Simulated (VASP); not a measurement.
Input of a VASP 6.6.1 run:

The input INCAR:

```
PREC = Accurate
ENCUT = 520
EDIFF = 1E-6
ISMEAR = -1
SIGMA = 0.02
LREAL = F
LASPH = T
NELM = 100
ALGO = Normal
ISIF = 2
LWAVE = F
LCHARG = T
GGA = PE
LELF = T
LVHAR = T
NBANDS = 16
```

KPOINTS

```
Automatic mesh
0
Gamma
  4 4 4
```

The input POSCAR:

```
CdSe
1.0
    0.0000000000      3.0702711986      3.0702711986
    3.0702711986      0.0000000000      3.0702711986
    3.0702711986      3.0702711986      0.0000000000
Cd Se
1 1
Direct
    0.0000000000      0.0000000000      0.0000000000
    0.2500000000      0.2500000000      0.2500000000
```

Potentials or basis: VASP PAW PBE potentials, release 64 (Cd, Se).

Command:

```bash
$ cat potpaw_PBE.64/Cd/POTCAR potpaw_PBE.64/Se/POTCAR > POTCAR
$ mpirun -np 1 vasp_std > vasp.out
```

(1) Predict the band gap on the k mesh.

(2) What does it give for the pressure?

Results:

(1) 0.53 eV, direct.

(2) 1.8 GPa.

Caveat: the k points lie up to 0.44 Å⁻¹ apart.
